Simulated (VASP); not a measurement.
A run of VASP 6.6.1 is set up as follows.

INCAR

```
PREC     = Accurate       # precision mode
ENCUT    = 520            # plane-wave cutoff, eV
EDIFF    = 1E-6           # SCF threshold, eV
ISMEAR   = 0              # smearing method
SIGMA    = 0.01           # smearing width, eV
LREAL    = False          # projectors in reciprocal space
LASPH    = True           # aspherical terms in the spheres
NELM     = 80             # most SCF steps
ALGO     = Normal         # electronic algorithm
ISIF     = 2              # what is computed and relaxed
LWAVE    = False          # write WAVECAR
LCHARG   = False          # write CHGCAR
GGA      = PS             # functional
NBANDS   = 12             # bands
```

File KPOINTS:

```
Automatic mesh
0
Gamma
  8 8 8
```

Contents of POSCAR:

```
LiCl
1.0
    0.0000000000      2.5321530046      2.5321530046
    2.5321530046      0.0000000000      2.5321530046
    2.5321530046      2.5321530046      0.0000000000
Li Cl
1 1
Direct
    0.0000000000      0.0000000000      0.0000000000
    0.5000000000      0.5000000000      0.5000000000
```

Potentials or basis: VASP PAW PBE potentials, release 64 (Li_sv, Cl).

Run with:

```sh
$ cat potpaw_PBE.64/Li_sv/POTCAR potpaw_PBE.64/Cl/POTCAR > POTCAR
$ mpirun -np 1 vasp_std > vasp.out
```

Task: What does it give for the band gap on the k mesh?

Result: 6.36 eV.

 A k mesh can miss the band edges.
